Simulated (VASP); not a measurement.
# KMgF3: single point with r2SCAN+D4

KMgF3:

```
CELL_PARAMETERS angstrom
3.97300 0.00000 0.00000
0.00000 3.97300 0.00000
0.00000 0.00000 3.97300
ATOMIC_POSITIONS crystal
K 0.50000 0.50000 0.50000
Mg 0.00000 0.00000 0.00000
F 0.00000 0.00000 0.50000
F 0.00000 0.50000 0.00000
F 0.50000 0.00000 0.00000
```

```yaml
Program: VASP 6.6.1
Task: single point
Functional: r2SCAN
Dispersion: D4
Potentials_or_basis: VASP PAW PBE potentials, release 64 (K_sv, Mg, F)
Cutoff: 520 eV
k_mesh: 7 × 7 × 7
Occupations: fermi-dirac, width 0.05 eV
Spin: no spin polarisation
Dipole_correction: no
Further_INCAR_settings: ALGO = Normal; EDIFF = 1e-06; NBANDS = 24
```

- Pressure: -0.6 GPa
- Band gap on the k mesh: 8.36 eV (least direct gap 8.65 eV)
- Dispersion energy per atom: -0.035 eV

Levels at points of the mesh, in eV from the valence-band top:
```csv
k point,band 12,band 13,band 14,band 15,band 16,band 17,band 18,band 19,band 20,band 21
"(0.00, 0.00, 0.00)",-0.61,-0.61,-0.29,-0.29,-0.29,8.36,10.89,10.89,13.23,13.23
```

Wall time 3.2 min on 1 thread of Intel Xeon 8259CL (shared host), peak memory 0.19 GiB.

Caveat: the PAW data sets were made with another functional, which shifts forces and pressure a little; an odd mesh through Γ misses points on the zone boundary, where band edges can lie. r2SCAN opens gaps a little over a GGA but as a rule still falls short of measured ones.
